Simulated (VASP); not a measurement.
The system is Ga.

```
Ga
1.0
     3.09908    0.00000    0.00000
    -1.54954    2.68389    0.00000
     0.00000    0.00000    5.02998
Ga
2
Cartesian
  0.0000 1.7893 1.2575
  1.5495 0.8946 3.7725
```

```yaml
Program: VASP 6.6.1
Task: relaxation of cell and atoms
Functional: PBEsol
Potentials_or_basis: VASP PAW PBE potentials, release 64 (Ga_d)
Cutoff: 500 eV
k_mesh: 6 × 6 × 4
Occupations: gaussian, width 0.1 eV
Spin: no spin polarisation
```

At the start: pressure -6.9 GPa; volume 20.92 Å³/atom.

Q: Where does the relaxation end?

A: Over 9 steps the energy falls by 83.5 meV/atom and the volume is 17.77 Å³/atom (-15.0 %); space group P6_3/mmc (No. 194, to 0.05 Å).

The path:
```tsv
step	energy change (eV)	largest force (eV/Å)	pressure (GPa)	volume (Å³)
1	0.0000	0.0000	-6.92	41.84
2	-0.1515	0.0000	-1.59	36.61
3	-0.1567	0.0000	-0.09	35.67
4	-0.1567	0.0000	0.11	35.56
5	-0.1652	0.0000	0.17	35.41
6	-0.1511	0.0000	1.08	35.03
7	-0.1667	0.0000	0.43	35.31
8	-0.1668	0.0000	0.33	35.33
9	-0.1670	0.0000	-0.07	35.55
```

Final structure:
```xyz
2
Lattice="2.9056 0.0000 0.0000 -1.4528 2.5163 0.0000 0.0000 0.0000 4.8618" Properties=species:S:1:pos:R:3 pbc="T T T"
Ga    0.0000    1.6776    1.2154
Ga    1.4528    0.8388    3.6463
```

Caveat: the k points lie up to 0.42 Å⁻¹ apart in the final cell; the volume moved by over 15 % at a fixed basis, so the end points are rough; the PAW data sets were made with another functional, which shifts forces and pressure a little.
